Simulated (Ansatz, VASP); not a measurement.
## AlGa2N3: VASP beside Ansatz

Contents of INCAR:

```
SYSTEM = AlGa2N3
ALGO     = Normal         ! electronic algorithm
EDIFF    = 1E-6           ! SCF threshold, eV
EDIFFG   = -0.04          ! ionic threshold
ENCUT    = 600            ! plane-wave cutoff, eV
GGA      = PE             ! functional
IBRION   = 2              ! ionic algorithm
ISIF     = 3              ! what is computed and relaxed
ISMEAR   = 0              ! smearing method
LASPH    = .True.         ! aspherical terms in the spheres
LCHARG   = .False.        ! write CHGCAR
LREAL    = .False.        ! projectors in reciprocal space
LWAVE    = .False.        ! write WAVECAR
NELM     = 60             ! most SCF steps
NSW      = 90             ! ionic steps
PREC     = Accurate       ! precision mode
SIGMA    = 0.1            ! smearing width, eV
```

File KPOINTS:

```
k-points
0
Gamma
  6 6 2
  0 0 0
```

File POSCAR:

```
AlGa2N3
1.0
    3.4026705300      0.0000000000      0.0000000000
   -1.7013352700      2.9467991200      0.0000000000
    0.0000000000      0.0000000000      8.3348065700
Al Ga N
1 2 3
Direct
    0.0000000000      0.0000000000      0.0000000000
    0.3333333300      0.6666666700      0.6666666700
    0.6666666700      0.3333333300      0.3333333300
    0.6666666700      0.3333333300      0.8333333300
    0.0000000000      0.0000000000      0.5000000000
    0.3333333300      0.6666666700      0.1666666700
```

Input for Ansatz:

```yaml
crystal:
  lattice:
    - [3.40267053, 0.0, 0.0]
    - [-1.70133527, 2.94679912, 0.0]
    - [0.0, 0.0, 8.33480657]
  atoms:
    - { symbol: Al, position: [0.0, 0.0, 0.0] }
    - { symbol: Ga, position: [0.33333333, 0.66666667, 0.66666667] }
    - { symbol: Ga, position: [0.66666667, 0.33333333, 0.33333333] }
    - { symbol: "N", position: [0.66666667, 0.33333333, 0.83333333] }
    - { symbol: "N", position: [0.0, 0.0, 0.5] }
    - { symbol: "N", position: [0.33333333, 0.66666667, 0.16666667] }
basis:
  ecutwfc: 420
kpoints:
  mp_grid: { grid: [6, 6, 2] }
hamiltonian:
  xc: pbe
scf:
  occupations: { method: gaussian, width: 0.1 }
  lower_state_search: "off"
output:
  forces: true
  stress: true
  eigenvalues: true
relax:
  adjacent_minimum: "off"
  f_tol: 0.04
  max_steps: 70
  cell: { stress_tol: 0.4 }
```

Alike in both runs: task relaxation of cell and atoms; functional PBE; k mesh 6 × 6 × 2; occupations gaussian, width 0.1 eV; no spin polarisation.

```csv
,VASP,Ansatz
version,VASP 6.6.1,Ansatz 0.2.0
potentials or method,"VASP PAW PBE potentials, release 64 (Al, Ga_d, N), cutoff 600 eV","scalar-relativistic, plane waves, PAW"
valence electrons in the cell,44,44
```

```tsv
	VASP	Ansatz	Ansatz less VASP
gap on the k mesh at the Fermi level, each at its own relaxed structure (eV)	1.46	1.49	+0.032
relaxed volume (Å³/atom)	9.31	9.29	-0.020
relaxed length of the cell vector where the two differ most in proportion (Å)	2.974	2.972	-0.0023
```

Noted on VASP's run: the volume moved by over 15 % at a fixed basis, so the end points are rough.
